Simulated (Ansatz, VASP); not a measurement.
# V: VASP beside Ansatz

File INCAR:

```
ALGO     = Fast           # electronic algorithm
EDIFF    = 1E-6           # SCF threshold, eV
ENCUT    = 520            # plane-wave cutoff, eV
GGA      = PE             # functional
ISIF     = 2              # what is computed and relaxed
ISMEAR   = 0              # smearing method
LASPH    = T              # aspherical terms in the spheres
LCHARG   = F              # write CHGCAR
LREAL    = F              # projectors in reciprocal space
LWAVE    = F              # write WAVECAR
NBANDS   = 12             # bands
NELM     = 60             # most SCF steps
PREC     = Accurate       # precision mode
SIGMA    = 0.15           # smearing width, eV
```

File KPOINTS:

```
k-points
0
Gamma
  22 22 22
```

Contents of POSCAR:

```
V
1.0
   -1.5130000000      1.5130000000      1.4676100000
    1.5130000000     -1.5130000000      1.4676100000
    1.5130000000      1.5130000000     -1.4676100000
V
1
Direct
    0.0000000000      0.0000000000      0.0000000000
```

Input for Ansatz:

```yaml
crystal:
  lattice:
    - [-1.513, 1.513, 1.46761]
    - [1.513, -1.513, 1.46761]
    - [1.513, 1.513, -1.46761]
  atoms:
    - { symbol: V, position: [0.0, 0.0, 0.0] }
basis:
  ecutwfc: 420
kpoints:
  mp_grid: { grid: [22, 22, 22] }
hamiltonian:
  xc: pbe
scf:
  occupations: { method: gaussian, width: 0.15 }
output:
  forces: true
  stress: true
  eigenvalues: true
```

Change from the starting cell: strain +0.000 along x and y, -0.030 along z, atoms carried along.

Alike in both runs: task single point; functional PBE; k mesh 22 × 22 × 22; occupations gaussian, width 0.15 eV; no spin polarisation.

|  | VASP | Ansatz |
| --- | --- | --- |
| version | VASP 6.6.1 | Ansatz 0.2.0 |
| potentials or method | VASP PAW PBE potentials, release 64 (V_sv), cutoff 520 eV | scalar-relativistic, plane waves, PAW |
| valence electrons in the cell | 13 | 13 |

VASP gave:

```
gap on the k mesh at the Fermi level (eV)                     : none
pressure (GPa)                                                : 0.8
traceless stress, the component that is largest in VASP (GPa) : 2.44
```

Task: What did Ansatz give for the same quantities?

Result: gap on the k mesh at the Fermi level (eV): none; pressure (GPa): 0.4; traceless stress, the component that is largest in VASP (GPa): 2.45.

A gap of «none» marks a metal or a gap that the smearing closes.
